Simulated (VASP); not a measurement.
# Fe (Im-3m) in VASP: a series of runs

The runs below take Fe through single point, with LDA.

Program: VASP 6.6.1. These are calculated values, not measurements. Logs are shortened: lines on timing, memory, paths and dates and some standing lists are left out, and cuts for length are marked.

### 1 The cell of the first run

Symmetry: Im-3m, No. 229, cubic system. The conventional cell has a = 2.749 Å, b = 2.749 Å, c = 2.749 Å, α = 90.00°, β = 90.00°, γ = 90.00°. Within 3.1 Å of Fe (site symmetry m-3m) lie 14 Fe at 2.38 to 2.75 Å.

### 2 Single point, LDA, collinear spin, ferromagnetic start

The input, INCAR:

```
  ALGO = Normal
  EDIFF = 1E-7
  ENCUT = 520
  GGA = CA
  ISIF = 2
  ISMEAR = -1
  ISPIN = 2
  LASPH = T
  LCHARG = F
  LMAXMIX = 4
  LORBIT = 11
  LREAL = F
  LWAVE = F
  MAGMOM = 1.988
  NBANDS = 14
  NELM = 150
  PREC = Accurate
  SIGMA = 0.2
```

The input, KPOINTS:

```
k-points
0
Gamma
  16 16 16
```

The input, POSCAR:

```
Fe
1.0
   -1.3745984210      1.3745984210      1.3745984210
    1.3745984210     -1.3745984210      1.3745984210
    1.3745984210      1.3745984210     -1.3745984210
Fe
1
Direct
    0.0000000000      0.0000000000      0.0000000000
```

Potentials or basis: VASP PAW LDA potentials, release 64 (Fe).

Run with:

```bash
cat potpaw_LDA.64/Fe/POTCAR > POTCAR
mpirun -np 1 vasp_std > vasp.out
```

OUTCAR:

```text
EDIFF = 1E-7
   ENCUT = 520
   GGA = CA
   ISIF = 2
   ISMEAR = -1
   ISPIN = 2
   LASPH = T
   LORBIT = 11
   LREAL = F
   NELM = 150
   PREC = Accurate

 ion  position               nearest neighbor table
   1  0.000  0.000  0.000-

  LATTYP: Found a body centered cubic cell.
 ALAT       =     2.7491968420

  Lattice vectors:

 A1 = (  -1.3745984210,   1.3745984210,   1.3745984210)
 A2 = (   1.3745984210,  -1.3745984210,   1.3745984210)
 A3 = (   1.3745984210,   1.3745984210,  -1.3745984210)

Analysis of symmetry for initial positions (statically):
=====================================================================
 Subroutine PRICEL returns:
 Original cell was already a primitive cell.

 Routine SETGRP: Setting up the symmetry group for a
 body centered cubic supercell.

 Subroutine GETGRP returns: Found 48 space group operations
 (whereof 48 operations were pure point group operations)
 out of a pool of 48 trial point group operations.

The static configuration has the point symmetry O_h .

Analysis of symmetry for dynamics (positions and initial velocities):
=====================================================================
 Subroutine PRICEL returns:
 Original cell was already a primitive cell.

 Routine SETGRP: Setting up the symmetry group for a
 body centered cubic supercell.

 Subroutine GETGRP returns: Found 48 space group operations
 (whereof 48 operations were pure point group operations)
 out of a pool of 48 trial point group operations.

The dynamic configuration has the point symmetry O_h .

Analysis of structural, dynamic, and magnetic symmetry:
=====================================================================
 Subroutine PRICEL returns:
 Original cell was already a primitive cell.

 Routine SETGRP: Setting up the symmetry group for a
 body centered cubic supercell.

 Subroutine GETGRP returns: Found 48 space group operations
 (whereof 48 operations were pure point group operations)
 out of a pool of 48 trial point group operations.

The overall configuration has the point symmetry O_h .

 Subroutine INISYM returns: Found 48 space group operations
 (whereof 48 operations are pure point group operations),
 and found     1 'primitive' translations

----------------------------------------------------------------------------------------

                                     Primitive cell

  volume of cell :      10.3893

  direct lattice vectors                    reciprocal lattice vectors
    -1.374598421  1.374598421  1.374598421     0.000000000  0.363742597  0.363742597
     1.374598421 -1.374598421  1.374598421     0.363742597  0.000000000  0.363742597
     1.374598421  1.374598421 -1.374598421     0.363742597  0.363742597  0.000000000

  length of vectors
     2.380874305  2.380874305  2.380874305     0.514409714  0.514409714  0.514409714

  position of ions in fractional coordinates (direct lattice)
     0.000000000  0.000000000  0.000000000

  ion indices of the primitive-cell ions
   primitive index   ion index
                 1           1

----------------------------------------------------------------------------------------

 KPOINTS: k-points

Automatic generation of k-mesh.
 Grid dimensions read from file:
 generate k-points for:   16   16   16

 Generating k-lattice:

  Cartesian coordinates                     Fractional coordinates (reciprocal lattice)
     0.000000000  0.022733912  0.022733912     0.062500000  0.000000000  0.000000000
     0.022733912  0.000000000  0.022733912     0.000000000  0.062500000  0.000000000
     0.022733912  0.022733912  0.000000000     0.000000000  0.000000000  0.062500000

  Length of vectors
     0.032150607  0.032150607  0.032150607

  Shift w.r.t. Gamma in fractional coordinates (k-lattice)
     0.000000000  0.000000000  0.000000000

 Subroutine IBZKPT returns following result:
 ===========================================

 Found    145 irreducible k-points:

 Following reciprocal coordinates:
            Coordinates               Weight
  0.000000  0.000000  0.000000      1.000000
  0.062500  0.000000  0.000000     12.000000
  0.125000  0.000000  0.000000     12.000000
  0.187500  0.000000  0.000000     12.000000
  0.250000  0.000000  0.000000     12.000000
  0.312500  0.000000  0.000000     12.000000
[... 16 lines left out ...]
  0.187500  0.187500  0.000000     24.000000
  0.250000  0.187500  0.000000     48.000000
 [... further k-points ...]
   k-points           NKPTS =    145   k-points in BZ     NKDIM =    145   number of bands    NBANDS=     14
   number of dos      NEDOS =    301   number of ions     NIONS =      1
   total plane-waves  NPLWV =   5832
   dimension x,y,z NGX =    18 NGY =   18 NGZ =   18
   dimension x,y,z NGXF=    36 NGYF=   36 NGZF=   36
   ions per type =               1
   NGX,Y,Z   is equivalent  to a cutoff of  12.57, 12.57, 12.57 a.u.
   NGXF,Y,Z  is equivalent  to a cutoff of  25.14, 25.14, 25.14 a.u.
 SYSTEM =  unknown system
   PREC   = accura    normal or accurate (medium, high low for compatibility)
   ISTART =      0    job   : 0-new  1-cont  2-samecut
   ICHARG =      2    charge: 1-file 2-atom 10-const
   ISPIN  =      2    spin polarized calculation?
   LNONCOLLINEAR =      F non collinear calculations
   LSORBIT =      F    spin-orbit coupling
   LASPH  =      T    aspherical Exc in radial PAW
   ENCUT  =  520.0 eV  38.22 Ry    6.18 a.u.   4.43  4.43  4.43*2*pi/ulx,y,z
   NELM   =    150;   NELMIN=  2; NELMDL= -5     # of ELM steps
   EDIFF  = 0.1E-06   stopping-criterion for ELM
   LREAL  =      F    real-space projection
   EDIFFG = 0.1E-05   stopping-criterion for IOM
   NSW    =      0    number of steps for IOM
   IBRION =     -1    ionic relax: 0-MD 1-quasi-New 2-CG
   NFREE  =      0    steps in history (QN), initial steepest desc. (CG)
   ISIF   =      2    stress and relaxation
   ISYM   =      2    0-nonsym 1-usesym 2-fastsym
   POTIM  = 0.5000    time-step for ionic-motion
   TEBEG  =    0.0;   TEEND  =   0.0 temperature during run
   PSTRESS=    0.0 pullay stress
   NELECT =       8.0000    total number of electrons
   NUPDOWN=      -1.0000    fix difference up-down
   EMIN   =  10.00;   EMAX   =-10.00  energy-range for DOS
   EFERMI =   0.00;   METHOD = LEGACY
   ISMEAR =    -1;   SIGMA  =   0.20  broadening in eV -4-tet -1-fermi 0-gaus
   EFERMI_NEDOS =   21; number of points for ismear=-14 and -15
   IALGO  =     38    algorithm
   IMIX   =      4    mixing-type and parameters
     AMIX     =   0.40;   BMIX     =  1.00
     AMIX_MAG =   1.60;   BMIX_MAG =  1.00
  volume/ion in A,a.u.               =      10.39        70.11
  Fermi-wavevector in a.u.,A,eV,Ry     =   1.500522  2.835575 30.634413  2.251566
  Thomas-Fermi vector in A             =   2.612011
   LORBIT       =     11    0 simple, 1 ext, 2 COOP (PROOUT), +10 PAW based schemes
   GGA     = CA    functional components
   LHFCALC =     F    Hartree Fock is set to
   AEXX    =    0.0000 exact exchange contribution
   IVDW    =     0    specifies the selected vdW correction
   LEPSILON=     F    determine dielectric tensor
   LRPA    =     F    only Hartree local field effects (RPA)
 spin polarized calculation
  energy-cutoff  :      520.00
  volume of cell :       10.39
 maximum number of plane-waves:       321
 NGX is ok and might be reduce to    18
   NGX =  9   NGY =  9   NGZ =  9

 number of electron       7.9999992 magnetization       1.8338249

 Free energy of the ion-electron system (eV)
  ---------------------------------------------------
  ext. energy  EPLUGINS =         0.00000000
  ---------------------------------------------------
  free energy    TOTEN  =        -9.29935583 eV

  energy without entropy =       -9.13264843  energy(sigma->0) =       -9.21600213

 E-fermi :   6.7321     XC(G=0): -13.9317

 val. band max:        6.7197072490   @ k =  -0.3750   0.3750   0.1875
 cond. band min:       6.7347730037   @ k =  -0.3125   0.3750   0.1875
 fundamental gap:      0.0150657546
 Fermi energy:         6.7321085160

 spin component 1

 k-point     1 :       0.0000    0.0000    0.0000
  band No.  band energies     occupation
      1      -2.3707      1.00000
      2       4.2645      1.00000
      3       4.2645      1.00000
      4       4.2645      1.00000
      5       5.8225      0.98953
      6       5.8225      0.98953
      7      32.4169      0.00000
      8      32.4169      0.00000
      9      32.4169      0.00000
     10      38.1729      0.00000
     11      38.1730      0.00000
     12      40.8736      0.00000
     13      40.8736      0.00000
     14      40.8736      0.00000

 k-point     2 :       0.0625    0.0000    0.0000
  band No.  band energies     occupation
      1      -2.1968      1.00000
      2       4.2121      1.00000
      3       4.2597      1.00000
      4       4.3653      0.99999
      5       5.7687      0.99197
      6       5.8267      0.98930
      7      31.4283      0.00000
      8      32.2057      0.00000
      9      32.3469      0.00000
     10      37.6077      0.00000
     11      38.6996      0.00000
     12      38.9093      0.00000
     13      39.3311      0.00000
     14      41.2865      0.00000
[... 343 lines left out ...]
      1       1.2695      1.00000
      2       3.4093      1.00000
      3       3.6570      1.00000
      4       5.5006      0.99789
      5       6.1064      0.95806
      6       6.9999      0.20772
      7      22.1820      0.00000
      8      23.2405      0.00000
      9      29.2685      0.00000
     10      33.5360      0.00000
     11      37.6116      0.00000
     12      41.6033      0.00000
     13      44.6767      0.00000
     14      47.6335      0.00000

 k-point    24 :       0.2500    0.1875    0.0000
  band No.  band energies     occupation
      1       1.8526      1.00000
      2       3.2175      1.00000
      3       3.7849      1.00000
      4       5.6111      0.99633
      5       6.1907      0.93744
      6       8.0369      0.00147
      7      19.7353      0.00000
      8      21.9029      0.00000
      9      28.2161      0.00000
     10      33.7526      0.00000
     11      37.9960      0.00000
     12      42.3609      0.00000
     13      46.2660      0.00000
     14      48.8509      0.00000

 [... further k-points ...]

 spin component 2

 k-point     1 :       0.0000    0.0000    0.0000
  band No.  band energies     occupation
      1      -2.0199      1.00000
      2       5.7493      0.99271
      3       5.7493      0.99271
      4       5.7493      0.99271
      5       7.7965      0.00486
      6       7.7965      0.00486
      7      32.5802      0.00000
      8      32.5802      0.00000
      9      32.5802      0.00000
     10      38.6224      0.00000
     11      38.6225      0.00000
     12      41.6036      0.00000
     13      41.6036      0.00000
     14      41.6036      0.00000

 k-point     2 :       0.0625    0.0000    0.0000
  band No.  band energies     occupation
      1      -1.8450      1.00000
      2       5.6904      0.99456
      3       5.7403      0.99303
      4       5.8561      0.98763
      5       7.7326      0.00668
      6       7.8011      0.00475
      7      31.6973      0.00000
      8      32.4002      0.00000
      9      32.5495      0.00000
     10      38.0695      0.00000
     11      39.1847      0.00000
     12      39.6708      0.00000
     13      40.0022      0.00000
     14      41.9841      0.00000
[... 343 lines left out ...]
      1       1.8125      1.00000
      2       4.7848      0.99994
      3       4.9680      0.99985
      4       7.3302      0.04787
      5       8.0504      0.00137
      6       8.5653      0.00010
      7      22.9428      0.00000
      8      23.8807      0.00000
      9      29.8467      0.00000
     10      33.9188      0.00000
     11      38.1197      0.00000
     12      42.0980      0.00000
     13      45.2654      0.00000
     14      48.1205      0.00000

 k-point    24 :       0.2500    0.1875    0.0000
  band No.  band energies     occupation
      1       2.6154      1.00000
      2       4.5556      0.99998
      3       4.9840      0.99984
      4       7.4322      0.02930
      5       8.1298      0.00092
      6       9.5073      0.00000
      7      20.5575      0.00000
      8      22.5754      0.00000
      9      28.7697      0.00000
     10      34.1742      0.00000
     11      38.4841      0.00000
     12      42.8853      0.00000
     13      46.7582      0.00000
     14      49.4982      0.00000

 [... further k-points ...]
[... 5 lines left out ...]
  --------------------------------------------------------------------------------------
  -------------------------------------------------------------------------------------
  Total       -0.0840755     -0.0840755     -0.0840755     -0.0000000     -0.0000000      0.0000000
  in kB      -12.9655905    -12.9655905    -12.9655905     -0.0000000     -0.0000000      0.0000000
  external PRESSURE =     -12.9655905 kB  Pullay stress =       0.0000000 kB

 VOLUME and BASIS-vectors are now :
 -----------------------------------------------------------------------------
  energy-cutoff  :      520.00
  volume of cell :       10.39
      direct lattice vectors                 reciprocal lattice vectors
    -1.374598421  1.374598421  1.374598421     0.000000000  0.363742597  0.363742597
     1.374598421 -1.374598421  1.374598421     0.363742597  0.000000000  0.363742597
     1.374598421  1.374598421 -1.374598421     0.363742597  0.363742597  0.000000000

 POSITION                                       TOTAL-FORCE (eV/Angst)
 -----------------------------------------------------------------------------------
      0.00000      0.00000      0.00000        -0.000000      0.000000      0.000000
 -----------------------------------------------------------------------------------
    total drift:                                0.000000     -0.000000      0.000000

  FREE ENERGIE OF THE ION-ELECTRON SYSTEM (eV)
  ---------------------------------------------------
  free  energy   TOTEN  =        -9.2993558339 eV

  energy  without entropy=       -9.1326484329  energy(sigma->0) =       -9.21600213

 total charge

# of ion       s       p       d       tot
------------------------------------------
    1        0.527   0.616   6.336   7.478

 magnetization (x)

# of ion       s       p       d       tot
------------------------------------------
    1       -0.008  -0.030   1.842   1.803
```

Run time: 53 s. Hardware: 1 thread of AMD EPYC 7R43 (Zen 3), shared host; peak memory 0.1 GiB.

What came out:

* Free energy: -9.2994 eV
* Pressure: -1.3 GPa
* Net moment: 1.83 μB per cell
* Site moments: Fe +1.80 μB
* Valence electrons inside the program's atomic spheres: Fe 7.48

### 3 Single point, LDA, collinear spin, ferromagnetic start

The input, INCAR:

```
PREC = Accurate
ENCUT = 520
EDIFF = 1E-7
ISMEAR = -1
SIGMA = 0.3
LREAL = F
LASPH = T
NELM = 150
ALGO = Normal
ISIF = 2
LWAVE = F
LCHARG = T
ISPIN = 2
MAGMOM = 1.988
LORBIT = 11
LMAXMIX = 4
LELF = T
LVHAR = T
NBANDS = 14
```

The input, KPOINTS:

```
Automatic mesh
0
Gamma
  16 16 16
```

POSCAR is that of step 2.

Potentials or basis: VASP PAW LDA potentials, release 64 (Fe).

Run with:

```bash
cat potpaw_LDA.64/Fe/POTCAR > POTCAR
mpirun -np 1 vasp_std > vasp.out
```

OUTCAR:

```text
PREC = Accurate
   ENCUT = 520
   EDIFF = 1E-7
   ISMEAR = -1
   LREAL = F
   LASPH = T
   NELM = 150
   ISIF = 2
   ISPIN = 2
   LORBIT = 11

 ion  position               nearest neighbor table
   1  0.000  0.000  0.000-

  LATTYP: Found a body centered cubic cell.
 ALAT       =     2.7491968420

  Lattice vectors:

 A1 = (  -1.3745984210,   1.3745984210,   1.3745984210)
 A2 = (   1.3745984210,  -1.3745984210,   1.3745984210)
 A3 = (   1.3745984210,   1.3745984210,  -1.3745984210)
[... 1022 lines left out ...]
  --------------------------------------------------------------------------------------
  -------------------------------------------------------------------------------------
  Total       -0.1617454     -0.1617454     -0.1617454      0.0000000      0.0000000      0.0000000
  in kB      -24.9433593    -24.9433593    -24.9433593      0.0000000      0.0000000      0.0000000
  external PRESSURE =     -24.9433593 kB  Pullay stress =       0.0000000 kB

 VOLUME and BASIS-vectors are now :
 -----------------------------------------------------------------------------
  energy-cutoff  :      520.00
  volume of cell :       10.39
      direct lattice vectors                 reciprocal lattice vectors
    -1.374598421  1.374598421  1.374598421     0.000000000  0.363742597  0.363742597
     1.374598421 -1.374598421  1.374598421     0.363742597  0.000000000  0.363742597
     1.374598421  1.374598421 -1.374598421     0.363742597  0.363742597  0.000000000

 POSITION                                       TOTAL-FORCE (eV/Angst)
 -----------------------------------------------------------------------------------
      0.00000      0.00000      0.00000        -0.000000      0.000000     -0.000000
 -----------------------------------------------------------------------------------
    total drift:                                0.000000     -0.000000      0.000000

  FREE ENERGIE OF THE ION-ELECTRON SYSTEM (eV)
  ---------------------------------------------------
  free  energy   TOTEN  =        -9.4151216593 eV

  energy  without entropy=       -8.9612194775  energy(sigma->0) =       -9.18817057

 total charge

# of ion       s       p       d       tot
------------------------------------------
    1        0.526   0.613   6.338   7.478

 magnetization (x)

# of ion       s       p       d       tot
------------------------------------------
    1       -0.007  -0.025   1.579   1.546
```

OSZICAR:

```text
N       E                     dE             d eps       ncg     rms          rms(c)
DAV:   1     0.201801913611E+02    0.20180E+02   -0.38527E+03  9086   0.726E+02
DAV:   2    -0.977733562641E+01   -0.29958E+02   -0.27731E+02  8918   0.132E+02
DAV:   3    -0.106698212148E+02   -0.89249E+00   -0.88465E+00  9896   0.234E+01
DAV:   4    -0.106727348816E+02   -0.29137E-02   -0.29133E-02  9506   0.119E+00
DAV:   5    -0.106727491928E+02   -0.14311E-04   -0.14312E-04  9986   0.854E-02    0.128E+01
DAV:   6    -0.951596563322E+01    0.11568E+01   -0.92743E+00 10676   0.387E+01    0.372E+00
DAV:   7    -0.943416465515E+01    0.81801E-01   -0.48804E-01 10112   0.882E+00    0.231E+00
DAV:   8    -0.942205012934E+01    0.12115E-01   -0.63190E-03 10558   0.497E-01    0.113E+00
DAV:   9    -0.941535527879E+01    0.66949E-02   -0.59341E-03 11230   0.460E-01    0.310E-01
DAV:  10    -0.941511326688E+01    0.24201E-03   -0.46986E-04 10826   0.239E-01    0.826E-02
DAV:  11    -0.941511991646E+01   -0.66496E-05   -0.76257E-06 10352   0.328E-02    0.439E-02
DAV:  12    -0.941512164398E+01   -0.17275E-05   -0.75734E-06 10442   0.253E-02    0.186E-02
DAV:  13    -0.941512165930E+01   -0.15327E-07   -0.80115E-07  9692   0.942E-03
   1 F= -.94151217E+01 E0= -.91881706E+01  d E =-.453902E+00  mag=     1.5726
```

Run time: 56 s. Hardware: 1 thread of AMD EPYC 7R43 (Zen 3), shared host; peak memory 0.1 GiB.

What came out:

| Quantity | Value |
| --- | --- |
| Free energy | -9.4151 eV |
| Pressure | -2.5 GPa |
| Net moment | 1.57 μB per cell |
| Site moments | Fe +1.55 μB |
| Valence electrons inside the program's atomic spheres | Fe 7.48 |

(Continued in part 2 of 2.)
